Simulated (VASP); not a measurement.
# Al9N: single point with PBE

The system is Al9N, a slab with vacuum.

```
Al N
1.0
     5.70709    0.00000    0.00000
    -1.42677    9.70148    0.00000
     0.00000    0.00000   22.79037
Al N
18 2
Direct
  0.26622 0.06489 0.17551
  0.76622 0.06489 0.17551
  0.33548 0.34192 0.21920
  0.83548 0.34192 0.21920
  0.14933 0.59733 0.22794
  0.64933 0.59733 0.22794
  0.46318 0.85274 0.23668
  0.96318 0.85274 0.23668
  0.03198 0.12771 0.28083
  0.53198 0.12771 0.28083
  0.09979 0.40422 0.33011
  0.59979 0.40422 0.33011
  0.41440 0.65967 0.33698
  0.91440 0.65967 0.33698
  0.22631 0.91108 0.34493
  0.72631 0.91108 0.34493
  0.29624 0.18141 0.38571
  0.79624 0.18141 0.38571
  0.31467 0.91108 0.44889
  0.63795 0.91108 0.44889
```

```yaml
Program: VASP 6.6.1
Task: single point
Functional: PBE
Potentials_or_basis: VASP PAW PBE potentials, release 64 (Al, N)
Cutoff: 520 eV
k_mesh: 5 × 3 × 1
Occupations: gaussian, width 0.1 eV
Spin: no spin polarisation
```

```
Largest force          : 5.747 eV/Å
Band gap on the k mesh : zero (bands 32 and 33 overlap by 0.56 eV)
```

Forces in eV/Å, atoms in the order of the input:
```
Al  -0.037  0.111  0.061
Al   0.029  0.112  0.065
Al  -0.036  0.075  0.031
Al   0.042  0.061  0.079
Al  -0.030 -0.128 -0.015
Al   0.013 -0.075 -0.041
Al   0.001 -0.048 -0.082
Al  -0.008 -0.080 -0.159
Al  -0.008 -0.048  0.027
Al   0.013 -0.103  0.070
Al   0.014 -0.039 -0.019
Al   0.005  0.040  0.037
Al   0.012 -0.164  0.068
Al  -0.042 -0.072  0.026
Al   0.210 -0.145  1.591
Al  -0.178 -0.178  1.612
Al  -0.037 -0.144  0.387
Al   0.030 -0.132  0.380
N    5.343  0.455 -2.067
N   -5.337  0.501 -2.052
```

Levels at points of the mesh, in eV from the Fermi level:
| k point | band 28 | band 29 | band 30 | band 31 | band 32 | band 33 | band 34 | band 35 | band 36 | band 37 |
| --- | --- | --- | --- | --- | --- | --- | --- | --- | --- | --- |
| (0.00, 0.00, 0.00) | -1.07 | -0.91 | -0.87 | -0.64 | -0.53 | -0.41 | -0.08 | 0.18 | 0.52 | 0.71 |

Run time: 16 min on 1 thread of Intel(R) Xeon(R) 6975P-C (Granite Rapids), on a shared host, peak memory 1.1 GiB.
